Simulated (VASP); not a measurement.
# Os (Pm-3m) in VASP: a series of runs

Os is run at these levels: PBE; tasks: relaxation of cell and atoms.

Program: VASP 6.6.1. These are calculated values, not measurements. Logs are shortened: lines on timing, memory, paths and dates and some standing lists are left out, and cuts for length are marked.

## 1. The cell of the first run

The structure is cubic, space group Pm-3m (No. 221). The conventional cell has a = 2.490 Å, b = 2.490 Å, c = 2.490 Å, α = 90.00°, β = 90.00°, γ = 90.00°. Within 3.3 Å of Os (site symmetry m-3m) lie 6 Os at 2.49 Å.

## 2. Relaxation of cell and atoms, PBE

INCAR reads:

```
SYSTEM = Os
PREC = Accurate ; ENCUT = 600
EDIFF = 1E-6 ; ISMEAR = -1
SIGMA = 0.1 ; LREAL = .FALSE.
LASPH = .TRUE. ; NELM = 80
ALGO = Normal ; ISIF = 3
LWAVE = .FALSE. ; LCHARG = .FALSE.
GGA = PE ; IBRION = 2
NSW = 80 ; EDIFFG = -0.01
```

KPOINTS reads:

```
regular mesh
0
G
  16 16 16
  0 0 0
```

POSCAR reads:

```
Os
1.0
    2.4900000000      0.0000000000      0.0000000000
    0.0000000000      2.4900000000      0.0000000000
    0.0000000000      0.0000000000      2.4900000000
Os
1
Direct
    0.0000000000      0.0000000000      0.0000000000
```

Potentials or basis: VASP PAW PBE potentials, release 64 (Os).

The run is started by

```bash
> cat potpaw_PBE.64/Os/POTCAR > POTCAR
> mpirun -np 1 vasp_std > vasp.out
```

OUTCAR:

```text
SYSTEM = Os
   PREC = Accurate
   ENCUT = 600
   EDIFF = 1E-6
   ISMEAR = -1
   LREAL = .FALSE.
   LASPH = .TRUE.
   NELM = 80
   ISIF = 3
   GGA = PE
   IBRION = 2
   NSW = 80
   EDIFFG = -0.01

 ion  position               nearest neighbor table
   1  0.000  0.000  0.000-

  LATTYP: Found a simple cubic cell.
 ALAT       =     2.4900000000

  Lattice vectors:

 A1 = (   2.4900000000,   0.0000000000,   0.0000000000)
 A2 = (   0.0000000000,   2.4900000000,   0.0000000000)
 A3 = (   0.0000000000,   0.0000000000,   2.4900000000)

Analysis of symmetry for initial positions (statically):
=====================================================================
 Subroutine PRICEL returns:
 Original cell was already a primitive cell.

 Routine SETGRP: Setting up the symmetry group for a
 simple cubic supercell.

 Subroutine GETGRP returns: Found 48 space group operations
 (whereof 48 operations were pure point group operations)
 out of a pool of 48 trial point group operations.

The static configuration has the point symmetry O_h .

Analysis of symmetry for dynamics (positions and initial velocities):
=====================================================================
 Subroutine PRICEL returns:
 Original cell was already a primitive cell.

 Routine SETGRP: Setting up the symmetry group for a
 simple cubic supercell.

 Subroutine GETGRP returns: Found 48 space group operations
 (whereof 48 operations were pure point group operations)
 out of a pool of 48 trial point group operations.

The dynamic configuration has the point symmetry O_h .

 Subroutine INISYM returns: Found 48 space group operations
 (whereof 48 operations are pure point group operations),
 and found     1 'primitive' translations

----------------------------------------------------------------------------------------

                                     Primitive cell

  volume of cell :      15.4382

  direct lattice vectors                    reciprocal lattice vectors
     2.490000000  0.000000000  0.000000000     0.401606426  0.000000000  0.000000000
     0.000000000  2.490000000  0.000000000     0.000000000  0.401606426  0.000000000
     0.000000000  0.000000000  2.490000000     0.000000000  0.000000000  0.401606426

  length of vectors
     2.490000000  2.490000000  2.490000000     0.401606426  0.401606426  0.401606426

  position of ions in fractional coordinates (direct lattice)
     0.000000000  0.000000000  0.000000000

  ion indices of the primitive-cell ions
   primitive index   ion index
                 1           1

----------------------------------------------------------------------------------------

 KPOINTS: regular mesh

Automatic generation of k-mesh.
 Grid dimensions read from file:
 generate k-points for:   16   16   16

 Generating k-lattice:

  Cartesian coordinates                     Fractional coordinates (reciprocal lattice)
     0.025100402  0.000000000  0.000000000     0.062500000  0.000000000  0.000000000
     0.000000000  0.025100402  0.000000000     0.000000000  0.062500000  0.000000000
     0.000000000  0.000000000  0.025100402     0.000000000  0.000000000  0.062500000

  Length of vectors
     0.025100402  0.025100402  0.025100402

  Shift w.r.t. Gamma in fractional coordinates (k-lattice)
     0.000000000  0.000000000  0.000000000

 Subroutine IBZKPT returns following result:
 ===========================================

 Found    165 irreducible k-points:

 Following reciprocal coordinates:
            Coordinates               Weight
  0.000000  0.000000  0.000000      1.000000
  0.062500  0.000000  0.000000      6.000000
  0.125000  0.000000  0.000000      6.000000
  0.187500  0.000000  0.000000      6.000000
  0.250000  0.000000  0.000000      6.000000
  0.312500  0.000000  0.000000      6.000000
[... 16 lines left out ...]
  0.437500  0.125000  0.000000     24.000000
  0.500000  0.125000  0.000000     12.000000
 [... further k-points ...]
   k-points           NKPTS =    165   k-points in BZ     NKDIM =    165   number of bands    NBANDS=      8
   number of dos      NEDOS =    301   number of ions     NIONS =      1
   total plane-waves  NPLWV =   8000
   dimension x,y,z NGX =    20 NGY =   20 NGZ =   20
   dimension x,y,z NGXF=    40 NGYF=   40 NGZF=   40
   ions per type =               1
   NGX,Y,Z   is equivalent  to a cutoff of  13.35, 13.35, 13.35 a.u.
   NGXF,Y,Z  is equivalent  to a cutoff of  26.71, 26.71, 26.71 a.u.
 SYSTEM =  Os
   PREC   = accura    normal or accurate (medium, high low for compatibility)
   ISTART =      0    job   : 0-new  1-cont  2-samecut
   ICHARG =      2    charge: 1-file 2-atom 10-const
   ISPIN  =      1    spin polarized calculation?
   LNONCOLLINEAR =      F non collinear calculations
   LSORBIT =      F    spin-orbit coupling
   LASPH  =      T    aspherical Exc in radial PAW
   ENCUT  =  600.0 eV  44.10 Ry    6.64 a.u.   4.97  4.97  4.97*2*pi/ulx,y,z
   NELM   =     80;   NELMIN=  2; NELMDL= -5     # of ELM steps
   EDIFF  = 0.1E-05   stopping-criterion for ELM
   LREAL  =      F    real-space projection
   EDIFFG = -.1E-01   stopping-criterion for IOM
   NSW    =     80    number of steps for IOM
   IBRION =      2    ionic relax: 0-MD 1-quasi-New 2-CG
   NFREE  =      1    steps in history (QN), initial steepest desc. (CG)
   ISIF   =      3    stress and relaxation
   ISYM   =      2    0-nonsym 1-usesym 2-fastsym
   POTIM  = 0.5000    time-step for ionic-motion
   TEBEG  =    0.0;   TEEND  =   0.0 temperature during run
   PSTRESS=    0.0 pullay stress
   NELECT =       8.0000    total number of electrons
   NUPDOWN=      -1.0000    fix difference up-down
   EMIN   =  10.00;   EMAX   =-10.00  energy-range for DOS
   EFERMI =   0.00;   METHOD = LEGACY
   ISMEAR =    -1;   SIGMA  =   0.10  broadening in eV -4-tet -1-fermi 0-gaus
   EFERMI_NEDOS =   21; number of points for ismear=-14 and -15
   IALGO  =     38    algorithm
   IMIX   =      4    mixing-type and parameters
     AMIX     =   0.40;   BMIX     =  1.00
     AMIX_MAG =   1.60;   BMIX_MAG =  1.00
  volume/ion in A,a.u.               =      15.44       104.18
  Fermi-wavevector in a.u.,A,eV,Ry     =   1.314939  2.484874 23.525338  1.729064
  Thomas-Fermi vector in A             =   2.445156
   LORBIT       =      0    0 simple, 1 ext, 2 COOP (PROOUT), +10 PAW based schemes
   GGA     = PE    functional components
   LHFCALC =     F    Hartree Fock is set to
   AEXX    =    0.0000 exact exchange contribution
   IVDW    =     0    specifies the selected vdW correction
   LEPSILON=     F    determine dielectric tensor
   LRPA    =     F    only Hartree local field effects (RPA)
 conjugate gradient relaxation of ions
 non-spin polarized calculation
  energy-cutoff  :      600.00
  volume of cell :       15.44
 maximum number of plane-waves:       536
 NGX is ok and might be reduce to    20
   NGX =  9   NGY =  9   NGZ =  9

--------------------------------------- Ionic step        1  -------------------------------------------

 number of electron       8.0000002 magnetization

 Free energy of the ion-electron system (eV)
  ---------------------------------------------------
  ext. energy  EPLUGINS =         0.00000000
  ---------------------------------------------------
  free energy    TOTEN  =        -9.66658082 eV

  energy without entropy =       -9.62636166  energy(sigma->0) =       -9.64647124

------------------------ aborting loop because EDIFF is reached ----------------------------------------

  FORCE on cell =-STRESS in cart. coord.  units (eV):
  Direction    XX          YY          ZZ          XY          YZ          ZX
  --------------------------------------------------------------------------------------
  -------------------------------------------------------------------------------------
  Total        2.5309994      2.5309994      2.5309994      0.0000000      0.0000000     -0.0000000
  in kB      262.6664375    262.6664375    262.6664375      0.0000000      0.0000000     -0.0000000
  external PRESSURE =     262.6664375 kB  Pullay stress =       0.0000000 kB
[... 20 lines left out ...]
  energy  without entropy=       -9.6263616646  energy(sigma->0) =       -9.64647124

--------------------------------------- Ionic step        2  -------------------------------------------

 number of electron       8.0000003 magnetization

 E-fermi :   4.0673     XC(G=0): -11.4484

 val. band max:        4.0621131685   @ k =   0.3125   0.3125   0.1250
 cond. band min:       4.0702843032   @ k =   0.3750   0.0625   0.0625
 fundamental gap:      0.0081711346
 Fermi energy:         4.0673126147

 k-point     1 :       0.0000    0.0000    0.0000
  band No.  band energies     occupation
      1      -3.3243      2.00000
      2      -0.0188      2.00000
      3      -0.0188      2.00000
      4       5.4950      0.00000
      5       5.4950      0.00000
      6       5.4950      0.00000
      7      17.7239      0.00000
      8      17.7239      0.00000
[... 316 lines left out ...]
  FREE ENERGIE OF THE ION-ELECTRON SYSTEM (eV)
  ---------------------------------------------------
  free  energy   TOTEN  =        -9.7620040765 eV

  energy  without entropy=       -9.7156273109  energy(sigma->0) =       -9.73881569

[... ionic steps 4 to 15 ...]

--------------------------------------- Ionic step       16  -------------------------------------------

 number of electron       7.9999998 magnetization

------------------------ aborting loop because EDIFF is reached ----------------------------------------

  FORCE on cell =-STRESS in cart. coord.  units (eV):
  Direction    XX          YY          ZZ          XY          YZ          ZX
  --------------------------------------------------------------------------------------
  -------------------------------------------------------------------------------------
  Total        0.0123223      0.0123223      0.0123223      0.0000000      0.0000000      0.0000000
  in kB        1.1818257      1.1818257      1.1818257      0.0000000      0.0000000      0.0000000
  external PRESSURE =       1.1818257 kB  Pullay stress =       0.0000000 kB
[... 55 lines left out ...]
  energy  without entropy=       -9.7176243763  energy(sigma->0) =       -9.74044935

--------------------------------------- Ionic step       18  -------------------------------------------

 number of electron       7.9999998 magnetization

 Free energy of the ion-electron system (eV)
  ---------------------------------------------------
  ext. energy  EPLUGINS =         0.00000000
  ---------------------------------------------------
  free energy    TOTEN  =        -9.76327522 eV

  energy without entropy =       -9.71761305  energy(sigma->0) =       -9.74044414

 E-fermi :   7.1768     XC(G=0): -12.8765

 val. band max:        7.1750650538   @ k =   0.1875   0.1875   0.1875
 cond. band min:       7.1828169062   @ k =   0.3125   0.3125   0.1250
 fundamental gap:      0.0077518524
 Fermi energy:         7.1768256738

 k-point     1 :       0.0000    0.0000    0.0000
  band No.  band energies     occupation
      1      -2.2666      2.00000
      2       1.2392      2.00000
      3       1.2392      2.00000
      4       9.4325      0.00000
      5       9.4325      0.00000
      6       9.4325      0.00000
      7      22.6670      0.00000
      8      22.6670      0.00000
[... 281 lines left out ...]
  FREE ENERGIE OF THE ION-ELECTRON SYSTEM (eV)
  ---------------------------------------------------
  free  energy   TOTEN  =        -9.7632752201 eV

  energy  without entropy=       -9.7176130534  energy(sigma->0) =       -9.74044414

 reached required accuracy - stopping structural energy minimisation
```

Run time: 36 s. Hardware: 1 thread of Intel Xeon 6975P-C (Granite Rapids), shared host; peak memory 0.15 GiB.

Results:

- Free energy: -9.7633 eV
- Relaxed volume: 16.71 Å³/atom
- Relaxed cell: a = 2.557 Å, b = 2.557 Å, c = 2.557 Å, α = 90.00°, β = 90.00°, γ = 90.00°
- Space group after relaxing (to 0.05 Å): Pm-3m (No. 221)
- Energy gained by relaxing: 96.7 meV/atom
- Ionic steps: 18
- Pressure after relaxing: 0.1 GPa
- Band gap on the k mesh: zero (band 4 reaches 12.05 eV, above the bottom of band 5 at 6.05 eV)

The path:
```csv
step,energy change (eV),largest force (eV/Å),pressure (GPa),volume (Å³)
1,0.0000,0.0000,26.27,15.44
2,0.6939,0.0000,-37.96,21.81
3,-0.0954,0.0000,-2.53,16.87
4,-0.0967,0.0000,-0.30,16.73
5,-0.0967,0.0000,0.14,16.70
6,-0.0967,0.0000,0.14,16.70
7,-0.0967,0.0000,0.14,16.70
8,-0.0967,0.0000,0.13,16.70
9,-0.0967,0.0000,0.13,16.70
10,-0.0967,0.0000,0.13,16.70
11,-0.0967,0.0000,0.13,16.70
12,-0.0967,0.0000,0.13,16.70
13,-0.0967,0.0000,0.13,16.70
14,-0.0967,0.0000,0.13,16.70
15,-0.0967,0.0000,0.12,16.70
16,-0.0967,0.0000,0.12,16.71
17,-0.0967,0.0000,0.11,16.71
18,-0.0967,0.0000,0.09,16.71
```

Final structure:
```yaml
crystal:
  lattice:
    - [2.55653, 0.00000, 0.00000]
    - [0.00000, 2.55653, 0.00000]
    - [0.00000, 0.00000, 2.55653]
  atoms:
    - { symbol: Os, position: [0.00000, 0.00000, 0.00000] }
```

Levels at points of the mesh, in eV from the Fermi level:
```csv
k point,band 2,band 3,band 4,band 5,band 6,band 7
"(0.00, 0.00, 0.00)",-5.94,-5.94,2.26,2.26,2.26,15.49
"(0.50, 0.00, 0.00)",-5.10,-1.15,-0.97,-0.97,2.59,7.08
"(0.50, 0.50, 0.00)",-4.52,-0.35,-0.35,4.49,4.49,4.64
"(0.50, 0.50, 0.50)",-5.22,-5.22,4.87,4.87,8.50,11.15
```

Caveat: spin-orbit coupling is left out, which moves the levels of the heavy elements.

## 3. Relaxation of cell and atoms, PBE, target pressure 10 GPa, at which the enthalpy is minimised

INCAR reads:

```
PREC = Accurate ; ENCUT = 600
EDIFF = 1E-6 ; ISMEAR = -1
SIGMA = 0.1 ; LREAL = False
LASPH = True ; NELM = 80
ALGO = Normal ; ISIF = 3
LWAVE = False ; LCHARG = False
GGA = PE ; IBRION = 2
NSW = 80 ; EDIFFG = -0.01
PSTRESS = 100.0
```

KPOINTS reads:

```
Automatic mesh
0
Gamma
  16 16 16
```

POSCAR is that of step 2.

Potentials or basis: VASP PAW PBE potentials, release 64 (Os).

The run is started by

```bash
> cat potpaw_PBE.64/Os/POTCAR > POTCAR
> mpirun -np 1 vasp_std > vasp.out
```

Wall time 18 s (1 thread of Intel Xeon 6975P-C (Granite Rapids), shared host); peak memory 0.15 GiB.

The run converged. Its results:

* Free energy: -9.7469 eV
* Relaxed volume: 16.16 Å³/atom
* Relaxed cell: a = 2.528 Å, b = 2.528 Å, c = 2.528 Å, α = 90.00°, β = 90.00°, γ = 90.00°
* Space group after relaxing (to 0.05 Å): Pm-3m (No. 221)
* Energy change on relaxing (the enthalpy is what falls): -80.3 meV/atom
* Ionic steps: 4
* Pressure after relaxing: 9.9 GPa
* Band gap on the k mesh: zero (band 4 reaches 12.77 eV, above the bottom of band 5 at 6.43 eV)

Step by step:
```
step  energy change (eV)  largest force (eV/Å)  pressure (GPa)  volume (Å³)
   1              0.0000                0.0000           26.27        15.44
   2              0.1481                0.0000          -27.34        19.21
   3             -0.0835                0.0000            8.83        16.22
   4             -0.0803                0.0000            9.93        16.16
```

Final structure:
```
Os
1.0
     2.52837    0.00000    0.00000
     0.00000    2.52837    0.00000
     0.00000    0.00000    2.52837
Os
1
Direct
  0.00000 0.00000 0.00000
```

Levels at points of the mesh, in eV from the Fermi level:
```
           k point  band 1  band 2  band 3  band 4  band 5  band 6  band 7  band 8
(0.00, 0.00, 0.00)   -9.72   -6.21   -6.21    2.38    2.38    2.38   15.73   15.73
(0.50, 0.00, 0.00)   -6.44   -5.34   -1.24   -1.03   -1.03    2.74    7.42   15.72
(0.50, 0.50, 0.00)   -6.99   -4.70   -0.37   -0.37    4.57    4.57    4.90   13.23
(0.50, 0.50, 0.50)   -5.49   -5.49   -5.49    5.14    5.14    8.36   11.52   11.52
```

Caveat: the cell is relaxed towards a set pressure, so the enthalpy falls and the energy may rise; spin-orbit coupling is left out, which moves the levels of the heavy elements.

(Continued in part 2 of 2.)
